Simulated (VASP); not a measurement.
# Ru (P6_3/mmc) in VASP: vibrations by perturbation theory with LDA

Aim: the vibrations by perturbation theory of Ru with LDA.

Program: VASP 6.6.1. These are calculated values, not measurements. Logs are shortened: lines on timing, memory, paths and dates and some standing lists are left out, and cuts for length are marked.

### Step 1. The cell of the first run

Symmetry: P6_3/mmc, No. 194, hexagonal system. The conventional cell has a = 2.676 Å, b = 2.676 Å, c = 4.226 Å, α = 90.00°, β = 90.00°, γ = 120.00°. Within 3.5 Å of Ru (site symmetry -6m2) lie 12 Ru at 2.62 to 2.68 Å.

### Step 2. Vibrations by perturbation theory, LDA

INCAR

```
SYSTEM = Ru
ALGO     = Fast           ! electronic algorithm
EDIFF    = 1E-8           ! SCF threshold, eV
ENCUT    = 520            ! plane-wave cutoff, eV
GGA      = CA             ! functional
IBRION   = 8              ! ionic algorithm
ISIF     = 2              ! what is computed and relaxed
ISMEAR   = -1             ! smearing method
LASPH    = .True.         ! aspherical terms in the spheres
LCHARG   = .True.         ! write CHGCAR
LREAL    = .False.        ! projectors in reciprocal space
LWAVE    = .False.        ! write WAVECAR
NELM     = 60             ! most SCF steps
NSW      = 1              ! ionic steps
PREC     = Accurate       ! precision mode
SIGMA    = 0.15           ! smearing width, eV
```

KPOINTS

```
k-points
0
Gamma
  15 15 8
  0 0 0
```

POSCAR

```
Ru
1.0
    2.6759834104      0.0000000000      0.0000000000
   -1.3379917052      2.3174696135      0.0000000000
    0.0000000000      0.0000000000      4.2262880472
Ru
2
Direct
    0.3333333333      0.6666666667      0.2500000000
    0.6666666667      0.3333333333      0.7500000000
```

Potentials or basis: VASP PAW LDA potentials, release 64 (Ru_pv).

Run with:

```sh
cat potpaw_LDA.64/Ru_pv/POTCAR > POTCAR
mpirun -np 1 vasp_std > vasp.out
```

OUTCAR:

```text
SYSTEM = Ru
   EDIFF = 1E-8
   ENCUT = 520
   GGA = CA
   IBRION = 8
   ISIF = 2
   ISMEAR = -1
   LASPH = .True.
   LREAL = .False.
   NELM = 60
   NSW = 1
   PREC = Accurate

 ion  position               nearest neighbor table
   1  0.333  0.667  0.250-   2 2.62   2 2.62   2 2.62   2 2.62   2 2.62   2 2.62
   2  0.667  0.333  0.750-   1 2.62   1 2.62   1 2.62   1 2.62   1 2.62   1 2.62

  LATTYP: Found a hexagonal cell.
 ALAT       =     2.6759834104
 C/A-ratio  =     1.5793401524

  Lattice vectors:

 A1 = (   2.6759834104,   0.0000000000,   0.0000000000)
 A2 = (  -1.3379917052,   2.3174696135,   0.0000000000)
 A3 = (   0.0000000000,   0.0000000000,   4.2262880472)

Analysis of symmetry for initial positions (statically):
=====================================================================
 Subroutine PRICEL returns:
 Original cell was already a primitive cell.

 Routine SETGRP: Setting up the symmetry group for a
 hexagonal supercell.

 Subroutine GETGRP returns: Found 24 space group operations
 (whereof 12 operations were pure point group operations)
 out of a pool of 24 trial point group operations.

The static configuration has the point symmetry D_3d.
 The point group associated with its full space group is D_6h.

Analysis of symmetry for dynamics (positions and initial velocities):
=====================================================================
 Subroutine PRICEL returns:
 Original cell was already a primitive cell.

 Routine SETGRP: Setting up the symmetry group for a
 hexagonal supercell.

 Subroutine GETGRP returns: Found 24 space group operations
 (whereof 12 operations were pure point group operations)
 out of a pool of 24 trial point group operations.

The dynamic configuration has the point symmetry D_3d.
 The point group associated with its full space group is D_6h.
[... 669 lines left out ...]
  Total        0.1441433      0.1441433      0.1597340     -0.0000000     -0.0000000     -0.0000000
  in kB        8.8114753      8.8114753      9.7645313     -0.0000000     -0.0000000     -0.0000000
  external PRESSURE =       9.1291606 kB  Pullay stress =       0.0000000 kB

 VOLUME and BASIS-vectors are now :
 -----------------------------------------------------------------------------
  energy-cutoff  :      520.00
  volume of cell :       26.21
      direct lattice vectors                 reciprocal lattice vectors
     2.675983410  0.000000000  0.000000000     0.373694394  0.215752559  0.000000000
    -1.337991705  2.317469614  0.000000000     0.000000000  0.431505118  0.000000000
     0.000000000  0.000000000  4.226288047     0.000000000  0.000000000  0.236614256

 POSITION                                       TOTAL-FORCE (eV/Angst)
 -----------------------------------------------------------------------------------
     -0.00000      1.54498      1.05657         0.000000     -0.000000      0.000000
      1.33799      0.77249      3.16972        -0.000000      0.000000      0.000000
 -----------------------------------------------------------------------------------
    total drift:                               -0.000000      0.000000     -0.000000

  FREE ENERGIE OF THE ION-ELECTRON SYSTEM (eV)
  ---------------------------------------------------
  free  energy   TOTEN  =       -21.4509555947 eV

  energy  without entropy=      -21.3370968713  energy(sigma->0) =      -21.39402623

[... ionic steps 2 to 3 ...]

--------------------------------------- Ionic step        4  -------------------------------------------

------------------------ aborting loop because EDIFF is reached ----------------------------------------

[... ionic steps 5 to 5 ...]

--------------------------------------- Ionic step        6  -------------------------------------------

 Free energy of the ion-electron system (eV)
  ---------------------------------------------------
  ---------------------------------------------------
  free energy    TOTEN  =        -0.73401843 eV

  energy without entropy =       -0.73401843

------------------------ aborting loop because EDIFF is reached ----------------------------------------

 INTERNAL STRAIN TENSOR  FOR ION    1  DIRECTION 3   (eV/Angst):
 -----------------------------------------------------------------------------
    -0.07837  0.00000  0.00000
     0.00000 -0.07837  0.00000
    -0.00000  0.00000  0.16281

 INTERNAL STRAIN TENSOR FOR ION    2 for displacements in x,y,z  (eV/Angst):
          X           Y           Z          XY          YZ          ZX
  --------------------------------------------------------------------------------
  x     0.00000     0.00000     0.00000     3.29997     0.00000     0.00000
  y     3.29997    -3.29997    -0.00000     0.00000     0.00000     0.00000
  z    -0.00000    -0.00000     0.00000     0.00000     0.00000     0.00000

 SECOND DERIVATIVES (NOT SYMMETRIZED)
 ------------------------------------
               1X          1Y          1Z          2X          2Y          2Z
  1X    -7.701210    0.000000    0.000000    7.701210    0.000000    0.000000
  1Y     0.000000   -7.701210    0.000000    0.000000    7.701210    0.000000
  1Z    -0.000000    0.000000  -13.863071    0.000000    0.000000   13.863071
  2X     7.701210    0.000000    0.000000   -7.701210    0.000000    0.000000
  2Y     0.000000    7.701210    0.000000    0.000000   -7.701210    0.000000
  2Z     0.000000    0.000000   13.863071   -0.000000    0.000000  -13.863071

 Eigenvectors and eigenvalues of the dynamical matrix
 ----------------------------------------------------

   1 f  =    8.188122 THz    51.447489 2PiTHz  273.126358 cm-1    33.863337 meV
             X         Y         Z           dx          dy          dz
     -0.000000  1.544980  1.056572    -0.000000    0.000000   -0.707107
      1.337992  0.772490  3.169716     0.000000    0.000000    0.707107
[... 21 lines left out ...]
   6 f  =    0.000000 THz     0.000000 2PiTHz    0.000000 cm-1     0.000000 meV
             X         Y         Z           dx          dy          dz
     -0.000000  1.544980  1.056572     0.000000    0.000000    0.707107
      1.337992  0.772490  3.169716    -0.000000    0.000000    0.707107

--------------------------------------------------------------------------------------------------------

 ELASTIC MODULI CONTR FROM IONIC RELAXATION (kBar)
 Direction    XX          YY          ZZ          XY          YZ          ZX
 --------------------------------------------------------------------------------
 XX         -86.4403     86.4403      0.0000     -0.0000     -0.0000      0.0000
 YY          86.4403    -86.4403     -0.0000      0.0000      0.0000      0.0000
 ZZ           0.0000     -0.0000     -0.0000      0.0000      0.0000      0.0000
 XY          -0.0000      0.0000      0.0000    -86.4403      0.0000      0.0000
 YZ          -0.0000      0.0000      0.0000      0.0000     -0.0000      0.0000
 ZX           0.0000      0.0000      0.0000      0.0000      0.0000      0.0000
 --------------------------------------------------------------------------------
```

Wall time 8.1 min (1 thread of AMD EPYC 9R45 (Zen 5), shared host); peak memory 0.53 GiB.

Results:

* Highest phonon frequency at Γ: 273 cm⁻¹

Phonon frequencies in cm⁻¹ (negative: imaginary):
```csv
q point,frequencies
"(0.000, 0.000, 0.000)",0 0 0 204 204 273
```
